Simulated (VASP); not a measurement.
# BaS (Fm-3m) in VASP: G0W0 quasiparticle levels with PBE

Aim: the G0W0 quasiparticle levels of BaS with PBE.

All numbers are computed with VASP 6.6.1; they aren't measurements. Logs are shortened: lines on timing, memory, paths and dates and some standing lists are left out, and cuts for length are marked.

**1. The cell of the first run**

Symmetry: Fm-3m, No. 225, cubic system. The conventional cell has a = 6.044 Å, b = 6.044 Å, c = 6.044 Å, α = 90.00°, β = 90.00°, γ = 90.00°. Within 4.0 Å of Ba (site symmetry m-3m) lie 6 S at 3.02 Å. Within 4.0 Å of S (site symmetry m-3m) lie 6 Ba at 3.02 Å.

**2. G0W0 quasiparticle levels, PBE**

File POSCAR:

```
BaS
1.0
    0.0000000000      3.0220860497      3.0220860497
    3.0220860497      0.0000000000      3.0220860497
    3.0220860497      3.0220860497      0.0000000000
Ba S
1 1
Direct
    0.0000000000      0.0000000000      0.0000000000
    0.5000000000      0.5000000000      0.5000000000
```

File INCAR.step1:

```
SYSTEM = BaS
PREC     = Accurate       ! precision mode
ENCUT    = 500            ! plane-wave cutoff, eV
EDIFF    = 1E-8           ! SCF threshold, eV
ISMEAR   = 0              ! smearing method
SIGMA    = 0.01           ! smearing width, eV
LREAL    = .False.        ! projectors in reciprocal space
LASPH    = .True.         ! aspherical terms in the spheres
NELM     = 60             ! most SCF steps
ALGO     = Normal         ! electronic algorithm
LWAVE    = .True.         ! write WAVECAR
LCHARG   = .False.        ! write CHGCAR
GGA      = PE             ! functional
```

File INCAR.step2:

```
SYSTEM = BaS
PREC     = Accurate       ! precision mode
ENCUT    = 500            ! plane-wave cutoff, eV
EDIFF    = 1E-8           ! SCF threshold, eV
ISMEAR   = 0              ! smearing method
SIGMA    = 0.01           ! smearing width, eV
LREAL    = .False.        ! projectors in reciprocal space
LASPH    = .True.         ! aspherical terms in the spheres
NELM     = 1              ! most SCF steps
ALGO     = Exact          ! electronic algorithm
LWAVE    = .True.         ! write WAVECAR
LCHARG   = .False.        ! write CHGCAR
GGA      = PE             ! functional
NBANDS   = 238            ! bands
LOPTICS  = .True.         ! frequency-dependent dielectric function
ISTART   = 1
```

File INCAR.step3:

```
SYSTEM = BaS
PREC     = Accurate       ! precision mode
ENCUT    = 500            ! plane-wave cutoff, eV
EDIFF    = 1E-8           ! SCF threshold, eV
ISMEAR   = 0              ! smearing method
SIGMA    = 0.01           ! smearing width, eV
LREAL    = .False.        ! projectors in reciprocal space
LASPH    = .True.         ! aspherical terms in the spheres
ALGO     = EVGW0          ! electronic algorithm
LWAVE    = .False.        ! write WAVECAR
LCHARG   = .False.        ! write CHGCAR
GGA      = PE             ! functional
NELMGW   = 1            
NBANDS   = 238            ! bands
ENCUTGW  = 150.0          ! cutoff of the response function
NOMEGA   = 96             ! frequency points
PRECFOCK = Fast         
ISTART   = 1            
NBANDSGW = 16           
OMEGAMAX = 20
```

File KPOINTS:

```
Automatic mesh
0
Gamma
  4 4 4
  0 0 0
```

Potentials or basis: VASP PAW PBE potentials, release 64 (Ba_sv_GW, S_GW).

Run with:

```bash
cat potpaw_PBE.64/Ba_sv_GW/POTCAR potpaw_PBE.64/S_GW/POTCAR > POTCAR
cp INCAR.step1 INCAR
mpirun -np 1 vasp_std > vasp.out
cp INCAR.step2 INCAR
mpirun -np 1 vasp_std > vasp.out
cp INCAR.step3 INCAR
mpirun -np 1 vasp_std > vasp.out
```

OUTCAR:

```text
SYSTEM = BaS
   PREC = Accurate
   ENCUT = 500
   EDIFF = 1E-8
   ISMEAR = 0
   LREAL = .False.
   LASPH = .True.
   GGA = PE
   NELMGW = 1
   ENCUTGW = 150.0
   PRECFOCK = Fast
   ISTART = 1

 ion  position               nearest neighbor table
   1  0.000  0.000  0.000-
   2  0.500  0.500  0.500-

  LATTYP: Found a face centered cubic cell.
 ALAT       =     6.0441720994

  Lattice vectors:

 A1 = (   0.0000000000,   3.0220860497,   3.0220860497)
 A2 = (   3.0220860497,   0.0000000000,   3.0220860497)
 A3 = (   3.0220860497,   3.0220860497,   0.0000000000)

Analysis of symmetry for initial positions (statically):
=====================================================================
 Subroutine PRICEL returns:
 Original cell was already a primitive cell.

 Routine SETGRP: Setting up the symmetry group for a
 face centered cubic supercell.

 Subroutine GETGRP returns: Found 48 space group operations
 (whereof 48 operations were pure point group operations)
 out of a pool of 48 trial point group operations.

The static configuration has the point symmetry O_h .

Analysis of symmetry for dynamics (positions and initial velocities):
=====================================================================
 Subroutine PRICEL returns:
 Original cell was already a primitive cell.

 Routine SETGRP: Setting up the symmetry group for a
 face centered cubic supercell.

 Subroutine GETGRP returns: Found 48 space group operations
 (whereof 48 operations were pure point group operations)
 out of a pool of 48 trial point group operations.

The dynamic configuration has the point symmetry O_h .

 Subroutine INISYM returns: Found 48 space group operations
 (whereof 48 operations are pure point group operations),
 and found     1 'primitive' translations

----------------------------------------------------------------------------------------

                                     Primitive cell

  volume of cell :      55.2014

  direct lattice vectors                    reciprocal lattice vectors
     0.000000000  3.022086050  3.022086050    -0.165448631  0.165448631  0.165448631
     3.022086050  0.000000000  3.022086050     0.165448631 -0.165448631  0.165448631
     3.022086050  3.022086050  0.000000000     0.165448631  0.165448631 -0.165448631

  length of vectors
     4.273875078  4.273875078  4.273875078     0.286565435  0.286565435  0.286565435

  position of ions in fractional coordinates (direct lattice)
     0.000000000  0.000000000  0.000000000
     0.500000000  0.500000000  0.500000000

  ion indices of the primitive-cell ions
   primitive index   ion index
                 1           1
                 2           2

----------------------------------------------------------------------------------------

 KPOINTS: Automatic mesh

Automatic generation of k-mesh.
 Grid dimensions read from file:
 generate k-points for:    4    4    4

 Generating k-lattice:

  Cartesian coordinates                     Fractional coordinates (reciprocal lattice)
    -0.041362158  0.041362158  0.041362158     0.250000000  0.000000000  0.000000000
     0.041362158 -0.041362158  0.041362158     0.000000000  0.250000000  0.000000000
     0.041362158  0.041362158 -0.041362158     0.000000000  0.000000000  0.250000000

  Length of vectors
     0.071641359  0.071641359  0.071641359

  Shift w.r.t. Gamma in fractional coordinates (k-lattice)
     0.000000000  0.000000000  0.000000000

 Subroutine IBZKPT returns following result:
 ===========================================

 Found      8 irreducible k-points:

 Following reciprocal coordinates:
            Coordinates               Weight
  0.000000  0.000000  0.000000      1.000000
  0.250000  0.000000  0.000000      8.000000
  0.500000  0.000000  0.000000      4.000000
  0.250000  0.250000  0.000000      6.000000
  0.500000  0.250000  0.000000     24.000000
 -0.250000  0.250000  0.000000     12.000000
  0.500000  0.500000  0.000000      3.000000
 -0.250000  0.500000  0.250000      6.000000
   k-points           NKPTS =      8   k-points in BZ     NKDIM =     64   number of bands    NBANDS=    238
   number of dos      NEDOS =    301   number of ions     NIONS =      2
   total plane-waves  NPLWV =  32768
   dimension x,y,z NGX =    32 NGY =   32 NGZ =   32
   dimension x,y,z NGXF=    64 NGYF=   64 NGZF=   64
   ions per type =               1   1
   NGX,Y,Z   is equivalent  to a cutoff of  12.45, 12.45, 12.45 a.u.
   NGXF,Y,Z  is equivalent  to a cutoff of  24.89, 24.89, 24.89 a.u.
 SYSTEM =  BaS
   PREC   = accura    normal or accurate (medium, high low for compatibility)
   ISTART =      1    job   : 0-new  1-cont  2-samecut
   ICHARG =      0    charge: 1-file 2-atom 10-const
   ISPIN  =      1    spin polarized calculation?
   LNONCOLLINEAR =      F non collinear calculations
   LSORBIT =      F    spin-orbit coupling
   LASPH  =      T    aspherical Exc in radial PAW
   ENCUT  =  500.0 eV  36.75 Ry    6.06 a.u.   7.79  7.79  7.79*2*pi/ulx,y,z
   NELM   =     60;   NELMIN=  2; NELMDL=  0     # of ELM steps
   EDIFF  = 0.1E-07   stopping-criterion for ELM
   LREAL  =      F    real-space projection
   EDIFFG = 0.1E-06   stopping-criterion for IOM
   NSW    =      0    number of steps for IOM
   IBRION =     -1    ionic relax: 0-MD 1-quasi-New 2-CG
   NFREE  =      0    steps in history (QN), initial steepest desc. (CG)
   ISIF   =      0    stress and relaxation
   ISYM   =      3    0-nonsym 1-usesym 2-fastsym
   POTIM  = 0.5000    time-step for ionic-motion
   TEBEG  =    0.0;   TEEND  =   0.0 temperature during run
   PSTRESS=    0.0 pullay stress
   NELECT =      16.0000    total number of electrons
   NUPDOWN=      -1.0000    fix difference up-down
   EMIN   =  10.00;   EMAX   =-10.00  energy-range for DOS
   EFERMI =   0.00;   METHOD = LEGACY
   ISMEAR =     0;   SIGMA  =   0.01  broadening in eV -4-tet -1-fermi 0-gaus
   EFERMI_NEDOS =   21; number of points for ismear=-14 and -15
   IALGO  =     38    algorithm
   IMIX   =      4    mixing-type and parameters
     AMIX     =   0.40;   BMIX     =  1.00
     AMIX_MAG =   1.60;   BMIX_MAG =  1.00
  volume/ion in A,a.u.               =      27.60       186.26
  Fermi-wavevector in a.u.,A,eV,Ry     =   1.083423  2.047372 15.970588  1.173805
  Thomas-Fermi vector in A             =   2.219488
   LORBIT       =      0    0 simple, 1 ext, 2 COOP (PROOUT), +10 PAW based schemes
   GGA     = PE    functional components
   LHFCALC =     T    Hartree Fock is set to
   PRECFOCK=fast      Normal, Fast or Accurate (Low or Medium for compatibility)
   ENCUT4O =  -1.0   cutoff for four orbital integrals eV
   NKREDX  =     1    reduce k-point grid by
   NKREDY  =     1    reduce k-point grid by
   NKREDZ  =     1    reduce k-point grid by
   AEXX    =    1.0000 exact exchange contribution
   HFSCREEN=    0.0000 screening length (either q_TF or 0.3 A-1)
   HFSCREENC=   0.0000 screening length for correlation (either q_TF or 0.3 A-1)
   ENCUTFOCK=  -1.0 apply spherical cutoff to Coloumb kernel
   IVDW    =     0    specifies the selected vdW correction
   LEPSILON=     F    determine dielectric tensor
   LRPA    =     F    only Hartree local field effects (RPA)
   LRPAFORCE           =     F    calculate RPA forces
   ENCUTGW             = 150.0    cutoff for response function in eV
   ENCUTGWSOFT         = 120.0    soft cutoff for Coulomb kernel in GW response function in eV
   ENCUTLF             =  -1.0    cutoff for local field effects
   NELMGW              =     1    number of iterations in solving QP/BSE equation
   NELMHF              =     1    number of iterations in the inner HF iteration
   NKREDLFX            =     1    NKREDLFY  =   1   NKREDLFZ  =   1
 non-spin polarized calculation
 Gauss-broadening in eV      SIGMA  =   0.01
  energy-cutoff  :      500.00
  volume of cell :       55.20
 maximum number of plane-waves:      1424
  NGX = 18; NGY = 18; NGZ = 18
   NGX = 15   NGY = 15   NGZ = 15
 maximum number of plane-waves:       259
 NGX is ok and might be reduce to    18

 QP shifts <psi_nk| G(iteration)W_0 |psi_nk>: iteration 1
 for sc-GW calculations column KS-energies equals QP-energies in previous step
 and V_xc(KS)=  KS-energies - (<T + V_ion + V_H > + <T+V_H+V_ion>^1  + <V_x>^1)

 k-point   1 :       0.0000    0.0000    0.0000
  band No.  KS-energies  QP-energies   sigma(KS)   V_xc(KS)     V^pw_x(r,r')   Z            occupation Imag(sigma)

      1     -21.2017     -22.0542     -16.4297     -15.1111     -24.4262       0.6466       2.0000       1.2804
      2      -6.2766      -7.1692     -14.7321     -13.5182     -21.2464       0.7353       2.0000       1.1352
      3      -6.2236      -7.6220     -15.8940     -14.0324     -19.1531       0.7511       2.0000       0.1710
      4      -6.2236      -7.6220     -15.8940     -14.0324     -19.1531       0.7511       2.0000       0.1710
      5      -6.2236      -7.6220     -15.8940     -14.0324     -19.1531       0.7511       2.0000       0.1710
      6       4.2432       3.3386     -14.1679     -12.9660     -15.9622       0.7526       2.0000       0.0464
[... 8 lines left out ...]
     15      11.8422      13.0738      -7.3877      -8.9757      -2.0157       0.7755       0.0000      -0.1850
     16      14.9634      19.1715      -9.1375     -14.9546      -2.2374       0.7234       0.0000      -0.1383

 k-point   2 :       0.2500    0.0000    0.0000
  band No.  KS-energies  QP-energies   sigma(KS)   V_xc(KS)     V^pw_x(r,r')   Z            occupation Imag(sigma)

      1     -21.1506     -21.9837     -16.4508     -15.1576     -24.4418       0.6442       2.0000       1.2413
      2      -7.6778      -8.8082     -14.8849     -13.2393     -20.1193       0.6869       2.0000       0.6320
      3      -6.2523      -7.6491     -15.8566     -13.9974     -19.1053       0.7513       2.0000       0.1667
      4      -6.2523      -7.6491     -15.8566     -13.9974     -19.1053       0.7513       2.0000       0.1667
      5      -4.7932      -5.8196     -15.6816     -14.3127     -20.2369       0.7498       2.0000       0.5661
      6       2.9604       1.9864     -12.9929     -11.6755     -14.9852       0.7394       2.0000       0.0598
[... 8 lines left out ...]
     15      13.5237      15.9553      -8.4998     -11.6918      -2.4929       0.7618       0.0000      -0.1841
     16      14.4502      17.8590      -9.2651     -13.8398      -2.7835       0.7451       0.0000      -0.1535

 k-point   3 :       0.5000    0.0000    0.0000
  band No.  KS-energies  QP-energies   sigma(KS)   V_xc(KS)     V^pw_x(r,r')   Z            occupation Imag(sigma)

      1     -21.0986     -21.9031     -16.4615     -15.2061     -24.4583       0.6409       2.0000       1.1986
      2      -8.2715      -9.3533     -14.6463     -13.0084     -20.0612       0.6605       2.0000       0.6018
      3      -6.2800      -7.6675     -15.8172     -13.9643     -19.0594       0.7488       2.0000       0.1633
      4      -6.2800      -7.6675     -15.8172     -13.9643     -19.0594       0.7488       2.0000       0.1633
      5      -4.1563      -5.1266     -15.8841     -14.5754     -20.2618       0.7414       2.0000       0.5055
      6       2.0391       1.0150     -12.4568     -11.0465     -14.7940       0.7262       2.0000       0.0896
[... 74 lines left out ...]
      1     -21.0695     -21.8855     -16.4817     -15.2330     -24.4711       0.6534       2.0000       1.2185
      2      -7.1024      -8.5158     -15.1649     -13.2139     -18.7991       0.7244       2.0000       0.2632
      3      -6.5728      -7.9826     -15.6231     -13.7208     -19.0206       0.7411       2.0000       0.2061
      4      -6.5728      -7.9826     -15.6231     -13.7208     -19.0206       0.7411       2.0000       0.2061
      5      -6.2545      -7.1378     -14.7939     -13.5929     -21.3229       0.7354       2.0000       1.1360
      6       4.1274       3.1593     -14.1937     -12.9153     -16.0641       0.7573       2.0000       0.0458
[... 8 lines left out ...]
     15      12.9869      13.6827     -10.0825     -10.9841      -5.4013       0.7717       0.0000      -0.1038
     16      13.8277      17.0586      -8.8105     -13.1192      -2.3897       0.7498       0.0000      -0.1455

 k-point   8 :      -0.2500    0.5000    0.2500
  band No.  KS-energies  QP-energies   sigma(KS)   V_xc(KS)     V^pw_x(r,r')   Z            occupation Imag(sigma)

      1     -21.0681     -21.8775     -16.4793     -15.2343     -24.4708       0.6501       2.0000       1.2059
      2      -7.4014      -8.5251     -14.9712     -13.3713     -20.1637       0.7024       2.0000       0.6481
      3      -6.8481      -8.2642     -15.3729     -13.4434     -18.8859       0.7339       2.0000       0.2366
      4      -6.8481      -8.2642     -15.3729     -13.4434     -18.8859       0.7339       2.0000       0.2366
      5      -5.0542      -6.0599     -15.6447     -14.2511     -20.2525       0.7216       2.0000       0.5602
      6       2.9187       1.9382     -13.4324     -12.1026     -15.5974       0.7374       2.0000       0.0649
[... 8 lines left out ...]
     15      13.8003      16.7062      -8.8420     -12.7059      -2.5643       0.7521       0.0000      -0.1669
     16      14.6247      18.4961      -8.9822     -14.1974      -2.3148       0.7423       0.0000      -0.1434
```

It took 4 min on 1 thread of Intel Xeon 6975P-C (Granite Rapids), shared host; peak memory 0.74 GiB.

What came out:

```
Quasiparticle gap                                   : 2.96 eV
Least direct quasiparticle gap                      : 2.96 eV
Band gap of the starting levels on the mesh         : 1.83 eV
Least direct gap of the starting levels on the mesh : 1.83 eV
```

Caveat: the k points lie up to 0.45 Å⁻¹ apart; bands, screening cutoff and mesh are small and nothing is extrapolated, so the quasiparticle values aren't converged; spin-orbit coupling is left out, which moves the levels of the heavy elements.
